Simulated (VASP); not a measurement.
C: single point with PBE

The system is C.

```
C
1.0
     2.47468    0.00000    0.00000
    -1.23734    2.14313    0.00000
     0.00000    0.00000    2.28416
C
2
Direct
  0.33333 0.66667 0.25000
  0.66667 0.33333 0.75000
```

```json
{"Program": "VASP 6.6.1", "Task": "single point", "Functional": "PBE", "Potentials or basis": "VASP PAW PBE potentials, release 64 (C)", "Cutoff": "520 eV", "k mesh": "12 × 12 × 7", "Occupations": "fermi-dirac, width 0.1 eV", "Spin": "no spin polarisation"}
```

| Quantity | Value |
| --- | --- |
| Pressure | 0.3 GPa |
| Band gap on the k mesh | zero (band 4 reaches 13.45 eV, above the bottom of band 5 at 4.72 eV) |

Stress tensor (GPa, compression positive):
```
0.28 0.00 0.00
0.00 0.28 0.00
0.00 0.00 0.38
```

Levels at points of the mesh, in eV from the Fermi level:
```csv
k point,band 1,band 2,band 3,band 4,band 5,band 6,band 7,band 8
"(0.00, 0.00, 0.00)",-20.78,-2.03,-0.52,-0.52,5.23,6.27,6.27,12.61
"(0.50, 0.00, 0.00)",-15.11,-13.18,-4.13,2.07,3.96,6.06,9.31,11.17
```

It took 4.7 s on 1 thread of Intel Xeon 6975P-C, on a shared host, peak memory 0.12 GiB.

Caveat: the k points lie up to 0.39 Å⁻¹ apart.
